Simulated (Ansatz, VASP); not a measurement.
**Au: VASP beside Ansatz**

INCAR

```
ALGO     = Normal         # electronic algorithm
EDIFF    = 1E-6           # SCF threshold, eV
ENCUT    = 520            # plane-wave cutoff, eV
GGA      = PS             # functional
ISIF     = 2              # what is computed and relaxed
ISMEAR   = -1             # smearing method
LASPH    = True           # aspherical terms in the spheres
LCHARG   = True           # write CHGCAR
LELF     = True           # ELF
LREAL    = False          # projectors in reciprocal space
LVHAR    = True         
LWAVE    = False          # write WAVECAR
NBANDS   = 24             # bands
NELM     = 60             # most SCF steps
PREC     = Accurate       # precision mode
SIGMA    = 0.1            # smearing width, eV
```

Contents of KPOINTS:

```
k-points
0
Gamma
  9 9 13
```

Contents of POSCAR:

```
Au
1.0
    4.7728672451      0.0000000000      0.0000000000
   -2.3864336226      4.1334242831      0.0000000000
    0.0000000000      0.0000000000      2.8523526480
Au
3
Direct
    0.0000000000      1.0000000000      0.0000000000
    0.3333333333      0.6666666667      0.5000000000
    0.6666666667      0.3333333333      0.5000000000
```

Input for Ansatz:

```yaml
crystal:
  lattice:
    - [4.7728672451, 0.0, 0.0]
    - [-2.3864336226, 4.1334242831, 0.0]
    - [0.0, 0.0, 2.852352648]
  atoms:
    - { symbol: Au, position: [0.0, 1.0, 0.0] }
    - { symbol: Au, position: [0.3333333333, 0.6666666667, 0.5] }
    - { symbol: Au, position: [0.6666666667, 0.3333333333, 0.5] }
hamiltonian:
  xc: pbesol
  pseudopotentials:
    kind: paw
    azcp:
      Au: "pseudopotentials/Au.paw.azcp"
basis:
  ecutwfc: 420
  fft_grid_basis: typed
kpoints:
  mp_grid: { grid: [9, 9, 13], shift: [0, 0, 0] }
magnetization:
  spin_polarized: false
scf:
  occupations: { method: fermi_dirac, width: 0.1 }
  lower_state_search: "off"
output:
  stress: true
```

Alike in both runs: task single point; functional PBEsol; k mesh 9 × 9 × 13; occupations fermi-dirac, width 0.1 eV; no spin polarisation.

|  | VASP | Ansatz |
| --- | --- | --- |
| version | VASP 6.6.1 | Ansatz 0.2.0 |
| potentials or method | VASP PAW PBE potentials, release 64 (Au), cutoff 520 eV | plane waves (420 eV) with PAW, scalar-relativistic |
| valence electrons in the cell | 33 | 57 |

|  | VASP | Ansatz | Ansatz less VASP |
| --- | --- | --- | --- |
| pressure (GPa) | -10.4 | -10.2 | +0.20 |
| traceless stress, the component that is largest in VASP (GPa) | -0.43 | -0.44 | -0.008 |

VASP's potentials were made for PBE, not for PBEsol, and Ansatz warns of the same on its side. VASP's potentials hold 33 valence electrons a cell and Ansatz's 57, so a difference there can come from the potentials and not from the codes.

Neither program's run includes spin-orbit coupling.
